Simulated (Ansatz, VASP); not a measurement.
## Two plane-wave programs on KI

```
CELL_PARAMETERS angstrom
0.02203 3.52455 3.52455
3.54658 0.00000 3.54658
3.52455 3.52455 0.02203
ATOMIC_POSITIONS crystal
K 0.00000 0.00000 0.00000
I 0.50000 0.50000 0.50000
```

Change from the starting cell: strain +0.0125 x Voigt [0, 0, 0, 0, 1, 0], atoms carried along.

Alike in both runs: task single point; functional PBE; k mesh 6 × 6 × 6; occupations gaussian, width 0.05 eV; no spin polarisation.

```csv
,VASP,Ansatz
version,VASP 6.6.1,Ansatz 0.2.0
potentials or method,"VASP PAW PBE potentials, release 64 (K_sv, I), cutoff 520 eV","scalar-relativistic, plane waves, PAW"
valence electrons in the cell,16,26
```

Ansatz gave:

| Item | Value |
| --- | --- |
| gap on the k mesh at the Fermi level (eV) | 3.97 |
| least direct gap on the mesh (eV) | 3.97 |
| pressure (GPa) | 0.7 |

Question: What did VASP give for the same quantities?

Answer: gap on the k mesh at the Fermi level (eV): 3.96; least direct gap on the mesh (eV): 3.96; pressure (GPa): 0.7.

VASP's potentials hold 16 valence electrons a cell and Ansatz's 26, so a difference there can come from the potentials and not from the codes.

Neither program's run includes spin-orbit coupling.
